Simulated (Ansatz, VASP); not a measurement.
**One calculation of SnH, two programs**

File INCAR:

```
PREC     = Accurate       # precision mode
ENCUT    = 600            # plane-wave cutoff, eV
EDIFF    = 1E-7           # SCF threshold, eV
ISMEAR   = 0              # smearing method
SIGMA    = 0.2            # smearing width, eV
LREAL    = F              # projectors in reciprocal space
LASPH    = T              # aspherical terms in the spheres
NELM     = 80             # most SCF steps
ALGO     = Normal         # electronic algorithm
ISIF     = 3              # what is computed and relaxed
LWAVE    = F              # write WAVECAR
LCHARG   = F              # write CHGCAR
GGA      = PE             # functional
IBRION   = 2              # ionic algorithm
NSW      = 36             # ionic steps
EDIFFG   = -0.08          # ionic threshold
```

The input KPOINTS:

```
Automatic mesh
0
Gamma
  4 4 2
```

POSCAR

```
SnH
1.0
    4.6000000000      0.0000000000      0.0000000000
   -2.3000000000      3.9837168600      0.0000000000
    0.0000000000      0.0000000000     10.0000000000
Sn H
4 4
Direct
    0.0000000000      0.0000000000      0.4510000000
    0.3333333300      0.6666666700      0.0490000000
    0.6666666700      0.3333333300      0.5490000000
    0.0000000000      0.0000000000      0.9510000000
    0.0000000000      0.0000000000      0.2780000000
    0.3333333300      0.6666666700      0.2220000000
    0.6666666700      0.3333333300      0.7220000000
    0.0000000000      0.0000000000      0.7780000000
```

Input for Ansatz:

```yaml
crystal:
  lattice:
    - [4.6, 0.0, 0.0]
    - [-2.3, 3.98371686, 0.0]
    - [0.0, 0.0, 10.0]
  atoms:
    - { symbol: Sn, position: [0.0, 0.0, 0.451] }
    - { symbol: Sn, position: [0.33333333, 0.66666667, 0.049] }
    - { symbol: Sn, position: [0.66666667, 0.33333333, 0.549] }
    - { symbol: Sn, position: [0.0, 0.0, 0.951] }
    - { symbol: H, position: [0.0, 0.0, 0.278] }
    - { symbol: H, position: [0.33333333, 0.66666667, 0.222] }
    - { symbol: H, position: [0.66666667, 0.33333333, 0.722] }
    - { symbol: H, position: [0.0, 0.0, 0.778] }
basis:
  ecutwfc: 420
kpoints:
  mp_grid: { grid: [4, 4, 2] }
hamiltonian:
  xc: pbe
scf:
  occupations: { method: gaussian, width: 0.2 }
  lower_state_search: "off"
output:
  forces: true
  stress: true
  eigenvalues: true
relax:
  adjacent_minimum: "off"
  f_tol: 0.08
  max_steps: 16
  cell: { stress_tol: 0.8 }
```

Alike in both runs: task relaxation of cell and atoms; functional PBE; k mesh 4 × 4 × 2; occupations gaussian, width 0.2 eV; no spin polarisation.

```csv
,VASP,Ansatz
version,VASP 6.6.1,Ansatz 0.2.0
potentials or method,"VASP PAW PBE potentials, release 64 (Sn_d, H), cutoff 600 eV","scalar-relativistic, plane waves, PAW"
valence electrons in the cell,60,60
```

VASP gave:

```
gap on the k mesh at the Fermi level, each at its own relaxed structure (eV) : none
relaxed volume (Å³/atom)                                                     : 24.06
relaxed cell length with the largest relative difference (Å)                 : 9.711
```

Question: What did Ansatz give for the same quantities?

Answer: gap on the k mesh at the Fermi level, each at its own relaxed structure (eV): none; relaxed volume (Å³/atom): 24.61; relaxed cell length with the largest relative difference (Å): 9.890.

A gap of «none» marks a metal or a gap that the smearing closes.

The k mesh is coarse, so the values compare programs but aren't converged.
